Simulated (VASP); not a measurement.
# Ca (I4/mmm) in VASP: single point with r2SCAN

Aim: the single point of Ca with r2SCAN.

All numbers are computed with VASP 6.6.1; they aren't measurements. Logs are shortened: lines on timing, memory, paths and dates and some standing lists are left out, and cuts for length are marked.

## Step 1: The cell of the first run

Symmetry: I4/mmm, No. 139, tetragonal system. The conventional cell has a = 4.614 Å, b = 4.614 Å, c = 4.547 Å, α = 90.00°, β = 90.00°, γ = 90.00°. Ca (site symmetry 4/mmm) has 14 Ca at 3.98 to 4.61 Å within 5.2 Å.

## Step 2: Single point, r2SCAN (strain +0.030 along x and y, +0.015 along z)

File POSCAR:

```
Ca
1.0
   -2.3072000000      2.3072000000      2.2736000000
    2.3072000000     -2.3072000000      2.2736000000
    2.3072000000      2.3072000000     -2.2736000000
Ca
1
Direct
    0.0000000000      0.0000000000      0.0000000000
```

File INCAR.step1:

```
PREC     = Accurate       # precision mode
ENCUT    = 520            # plane-wave cutoff, eV
ISMEAR   = 0              # smearing method
SIGMA    = 0.15           # smearing width, eV
LREAL    = False          # projectors in reciprocal space
LASPH    = True           # aspherical terms in the spheres
NELM     = 80             # most SCF steps
NBANDS   = 11             # bands
GGA      = PE             # functional
ALGO     = Normal         # electronic algorithm
EDIFF    = 1E-4           # SCF threshold, eV
LWAVE    = True           # write WAVECAR
LCHARG   = False          # write CHGCAR
```

File INCAR.step2:

```
PREC     = Accurate       # precision mode
ENCUT    = 520            # plane-wave cutoff, eV
EDIFF    = 1E-7           # SCF threshold, eV
ISMEAR   = 0              # smearing method
SIGMA    = 0.15           # smearing width, eV
LREAL    = False          # projectors in reciprocal space
LASPH    = True           # aspherical terms in the spheres
NELM     = 80             # most SCF steps
ALGO     = Normal         # electronic algorithm
ISIF     = 2              # what is computed and relaxed
LWAVE    = False          # write WAVECAR
LCHARG   = False          # write CHGCAR
METAGGA  = R2SCAN         # meta-GGA
LMIXTAU  = True         
NBANDS   = 11             # bands
ISTART   = 1
```

File KPOINTS:

```
regular mesh
0
Gamma
  16 16 16
```

Potentials or basis: VASP PAW PBE potentials, release 64 (Ca_sv).

The run is started by

```bash
> cat potpaw_PBE.64/Ca_sv/POTCAR > POTCAR
> cp INCAR.step1 INCAR
> mpirun -np 1 vasp_std > vasp.out
> cp INCAR.step2 INCAR
> mpirun -np 1 vasp_std > vasp.out
```

OUTCAR:

```text
PREC = Accurate
   ENCUT = 520
   EDIFF = 1E-7
   ISMEAR = 0
   LREAL = False
   LASPH = True
   NELM = 80
   ISIF = 2
   METAGGA = R2SCAN
   ISTART = 1

 ion  position               nearest neighbor table
   1  0.000  0.000  0.000-

  LATTYP: Found a body centered tetragonal cell.
 ALAT       =     4.6144000000
 C/A-ratio  =     0.9854368932

  Lattice vectors:

 A1 = (  -2.3072000000,   2.3072000000,   2.2736000000)
 A2 = (   2.3072000000,  -2.3072000000,   2.2736000000)
 A3 = (   2.3072000000,   2.3072000000,  -2.2736000000)

Analysis of symmetry for initial positions (statically):
=====================================================================
 Subroutine PRICEL returns:
 Original cell was already a primitive cell.

 Routine SETGRP: Setting up the symmetry group for a
 body centered tetragonal supercell.

 Subroutine GETGRP returns: Found 16 space group operations
 (whereof 16 operations were pure point group operations)
 out of a pool of 16 trial point group operations.

The static configuration has the point symmetry D_4h.

Analysis of symmetry for dynamics (positions and initial velocities):
=====================================================================
 Subroutine PRICEL returns:
 Original cell was already a primitive cell.

 Routine SETGRP: Setting up the symmetry group for a
 body centered tetragonal supercell.

 Subroutine GETGRP returns: Found 16 space group operations
 (whereof 16 operations were pure point group operations)
 out of a pool of 16 trial point group operations.

The dynamic configuration has the point symmetry D_4h.

 Subroutine INISYM returns: Found 16 space group operations
 (whereof 16 operations are pure point group operations),
 and found     1 'primitive' translations

----------------------------------------------------------------------------------------

                                     Primitive cell

  volume of cell :      48.4111

  direct lattice vectors                    reciprocal lattice vectors
    -2.307200000  2.307200000  2.273600000     0.000000000  0.216712899  0.219915552
     2.307200000 -2.307200000  2.273600000     0.216712899  0.000000000  0.219915552
     2.307200000  2.307200000 -2.273600000     0.216712899  0.216712899  0.000000000

  length of vectors
     3.976883282  3.976883282  3.976883282     0.308751244  0.308751244  0.306478321

  position of ions in fractional coordinates (direct lattice)
     0.000000000  0.000000000  0.000000000

  ion indices of the primitive-cell ions
   primitive index   ion index
                 1           1

----------------------------------------------------------------------------------------

 KPOINTS: regular mesh

Automatic generation of k-mesh.
 Grid dimensions read from file:
 generate k-points for:   16   16   16

 Generating k-lattice:

  Cartesian coordinates                     Fractional coordinates (reciprocal lattice)
     0.000000000  0.013544556  0.013744722     0.062500000  0.000000000  0.000000000
     0.013544556  0.000000000  0.013744722     0.000000000  0.062500000  0.000000000
     0.013544556  0.013544556  0.000000000     0.000000000  0.000000000  0.062500000

  Length of vectors
     0.019296953  0.019296953  0.019154895

  Shift w.r.t. Gamma in fractional coordinates (k-lattice)
     0.000000000  0.000000000  0.000000000

 Subroutine IBZKPT returns following result:
 ===========================================

 Found    349 irreducible k-points:

 Following reciprocal coordinates:
            Coordinates               Weight
  0.000000  0.000000  0.000000      1.000000
  0.062500  0.000000  0.000000      8.000000
  0.125000  0.000000  0.000000      8.000000
  0.187500  0.000000 -0.000000      8.000000
  0.250000  0.000000  0.000000      8.000000
  0.312500 -0.000000  0.000000      8.000000
[... 16 lines left out ...]
 -0.125000  0.062500  0.000000     16.000000
 -0.062500  0.062500  0.000000      4.000000
 [... further k-points ...]
   k-points           NKPTS =    349   k-points in BZ     NKDIM =    349   number of bands    NBANDS=     11
   number of dos      NEDOS =    301   number of ions     NIONS =      1
   total plane-waves  NPLWV =  27000
   dimension x,y,z NGX =    30 NGY =   30 NGZ =   30
   dimension x,y,z NGXF=    60 NGYF=   60 NGZF=   60
   ions per type =               1
   NGX,Y,Z   is equivalent  to a cutoff of  12.54, 12.54, 12.54 a.u.
   NGXF,Y,Z  is equivalent  to a cutoff of  25.08, 25.08, 25.08 a.u.
 SYSTEM =  unknown system
   PREC   = accura    normal or accurate (medium, high low for compatibility)
   ISTART =      1    job   : 0-new  1-cont  2-samecut
   ICHARG =      0    charge: 1-file 2-atom 10-const
   ISPIN  =      1    spin polarized calculation?
   LNONCOLLINEAR =      F non collinear calculations
   LSORBIT =      F    spin-orbit coupling
   LASPH  =      T    aspherical Exc in radial PAW
   ENCUT  =  520.0 eV  38.22 Ry    6.18 a.u.   7.39  7.39  7.39*2*pi/ulx,y,z
   NELM   =     80;   NELMIN=  2; NELMDL=  0     # of ELM steps
   EDIFF  = 0.1E-06   stopping-criterion for ELM
   LREAL  =      F    real-space projection
   EDIFFG = 0.1E-05   stopping-criterion for IOM
   NSW    =      0    number of steps for IOM
   IBRION =     -1    ionic relax: 0-MD 1-quasi-New 2-CG
   NFREE  =      0    steps in history (QN), initial steepest desc. (CG)
   ISIF   =      2    stress and relaxation
   ISYM   =      2    0-nonsym 1-usesym 2-fastsym
   POTIM  = 0.5000    time-step for ionic-motion
   TEBEG  =    0.0;   TEEND  =   0.0 temperature during run
   PSTRESS=    0.0 pullay stress
   NELECT =      10.0000    total number of electrons
   NUPDOWN=      -1.0000    fix difference up-down
   EMIN   =  10.00;   EMAX   =-10.00  energy-range for DOS
   EFERMI =   0.00;   METHOD = LEGACY
   ISMEAR =     0;   SIGMA  =   0.15  broadening in eV -4-tet -1-fermi 0-gaus
   EFERMI_NEDOS =   21; number of points for ismear=-14 and -15
   IALGO  =     38    algorithm
   IMIX   =      4    mixing-type and parameters
     AMIX     =   0.40;   BMIX     =  1.00
     AMIX_MAG =   1.60;   BMIX_MAG =  1.00
  volume/ion in A,a.u.               =      48.41       326.69
  Fermi-wavevector in a.u.,A,eV,Ry     =   0.967743  1.828769 12.742214  0.936526
  Thomas-Fermi vector in A             =   2.097654
   LORBIT       =      0    0 simple, 1 ext, 2 COOP (PROOUT), +10 PAW based schemes
   METAGGA = R2SCAN    functional components
   LHFCALC =     F    Hartree Fock is set to
   AEXX    =    0.0000 exact exchange contribution
   IVDW    =     0    specifies the selected vdW correction
   LEPSILON=     F    determine dielectric tensor
   LRPA    =     F    only Hartree local field effects (RPA)
 non-spin polarized calculation
 Gauss-broadening in eV      SIGMA  =   0.15
  energy-cutoff  :      520.00
  volume of cell :       48.41
 maximum number of plane-waves:      1325
 NGX is ok and might be reduce to    30
   NGX = 15   NGY = 15   NGZ = 15

 number of electron       9.9999999 magnetization

 Free energy of the ion-electron system (eV)
  ---------------------------------------------------
  ext. energy  EPLUGINS =         0.00000000
  ---------------------------------------------------
  free energy    TOTEN  =        -6.99876624 eV

  energy without entropy =       -6.98391385  energy(sigma->0) =       -6.99134005

 E-fermi :   1.5224     XC(G=0):  -7.7816

 val. band max:        1.5200738260   @ k =   0.3750   0.2500   0.0000
 cond. band min:       1.5239939204   @ k =   0.4375   0.3750   0.0625
 fundamental gap:      0.0039200943
 Fermi energy:         1.5224375647

 k-point     1 :       0.0000    0.0000    0.0000
  band No.  band energies     occupation
      1     -42.6483      2.00000
      2     -22.6857      2.00000
      3     -22.6850      2.00000
      4     -22.6850      2.00000
      5      -2.5500      2.00000
      6       3.9441      0.00000
      7       4.0064      0.00000
      8       4.0064      0.00000
      9       4.9051      0.00000
     10       4.9790      0.00000
     11      11.5843      0.00000

 k-point     2 :       0.0625    0.0000    0.0000
  band No.  band energies     occupation
      1     -42.6480      2.00000
      2     -22.6889      2.00000
      3     -22.6862      2.00000
      4     -22.6853      2.00000
      5      -2.4824      2.00000
      6       3.9235      0.00000
      7       3.9794      0.00000
      8       4.0316      0.00000
      9       4.8866      0.00000
     10       4.9493      0.00000
     11      11.4968      0.00000

 k-point     3 :       0.1250    0.0000    0.0000
  band No.  band energies     occupation
      1     -42.6471      2.00000
      2     -22.6987      2.00000
      3     -22.6896      2.00000
      4     -22.6854      2.00000
      5      -2.2819      2.00000
      6       3.8131      0.00000
      7       3.8662      0.00000
      8       4.1651      0.00000
      9       4.8096      0.00000
     10       4.9375      0.00000
     11      10.9942      0.00000

 k-point     4 :       0.1875    0.0000   -0.0000
  band No.  band energies     occupation
      1     -42.6458      2.00000
      2     -22.7132      2.00000
      3     -22.6946      2.00000
      4     -22.6854      2.00000
      5      -1.9545      2.00000
      6       3.6135      0.00000
      7       3.6492      0.00000
      8       4.3913      0.00000
      9       4.7686      0.00000
     10       4.9535      0.00000
     11      10.0573      0.00000
[... 239 lines left out ...]
 k-point    22 :      -0.1875    0.0625    0.0000
  band No.  band energies     occupation
      1     -42.6463      2.00000
      2     -22.7075      2.00000
      3     -22.6915      2.00000
      4     -22.6865      2.00000
      5      -2.0872      2.00000
      6       3.6998      0.00000
      7       3.7370      0.00000
      8       4.3132      0.00000
      9       4.7172      0.00000
     10       4.9871      0.00000
     11      10.5796      0.00000

 k-point    23 :      -0.1250    0.0625    0.0000
  band No.  band energies     occupation
      1     -42.6474      2.00000
      2     -22.6954      2.00000
      3     -22.6878      2.00000
      4     -22.6859      2.00000
      5      -2.3504      2.00000
      6       3.8493      0.00000
      7       3.9001      0.00000
      8       4.1380      0.00000
      9       4.7873      0.00000
     10       4.9739      0.00000
     11      11.1842      0.00000

 k-point    24 :      -0.0625    0.0625    0.0000
  band No.  band energies     occupation
      1     -42.6480      2.00000
      2     -22.6885      2.00000
      3     -22.6869      2.00000
      4     -22.6850      2.00000
      5      -2.4835      2.00000
      6       3.9187      0.00000
      7       3.9663      0.00000
      8       4.0536      0.00000
      9       4.8552      0.00000
     10       4.9780      0.00000
     11      11.4359      0.00000

 [... further k-points ...]

------------------------ aborting loop because EDIFF is reached ----------------------------------------

  FORCE on cell =-STRESS in cart. coord.  units (eV):
  Direction    XX          YY          ZZ          XY          YZ          ZX
  --------------------------------------------------------------------------------------
  -------------------------------------------------------------------------------------
  Total       -0.4943708     -0.4943708     -0.4870295      0.0000000      0.0000000      0.0000000
  in kB      -16.3613410    -16.3613410    -16.1183786      0.0000000      0.0000000      0.0000000
  external PRESSURE =     -16.2803535 kB  Pullay stress =       0.0000000 kB

 VOLUME and BASIS-vectors are now :
 -----------------------------------------------------------------------------
  energy-cutoff  :      520.00
  volume of cell :       48.41
      direct lattice vectors                 reciprocal lattice vectors
    -2.307200000  2.307200000  2.273600000     0.000000000  0.216712899  0.219915552
     2.307200000 -2.307200000  2.273600000     0.216712899  0.000000000  0.219915552
     2.307200000  2.307200000 -2.273600000     0.216712899  0.216712899  0.000000000

 POSITION                                       TOTAL-FORCE (eV/Angst)
 -----------------------------------------------------------------------------------
      0.00000      0.00000      0.00000         0.000000     -0.000000     -0.000000
 -----------------------------------------------------------------------------------
    total drift:                               -0.000000     -0.000000      0.000000

  FREE ENERGIE OF THE ION-ELECTRON SYSTEM (eV)
  ---------------------------------------------------
  free  energy   TOTEN  =        -6.9987662414 eV

  energy  without entropy=       -6.9839138550  energy(sigma->0) =       -6.99134005
```

It took 5.8 min on 1 thread of Intel Xeon Platinum 8559C (Emerald Rapids), shared host; peak memory 0.3 GiB.

Results:

```yaml
Free_energy: -6.9988 eV
Pressure: -1.6 GPa
Band_gap_on_the_k_mesh: zero (bands 5 and 6 overlap by 0.64 eV)
```

Caveat: the cell differs from its parent crystal (strain +0.030 along x and y, +0.015 along z); the PAW data sets were made with another functional, which shifts forces and pressure a little.
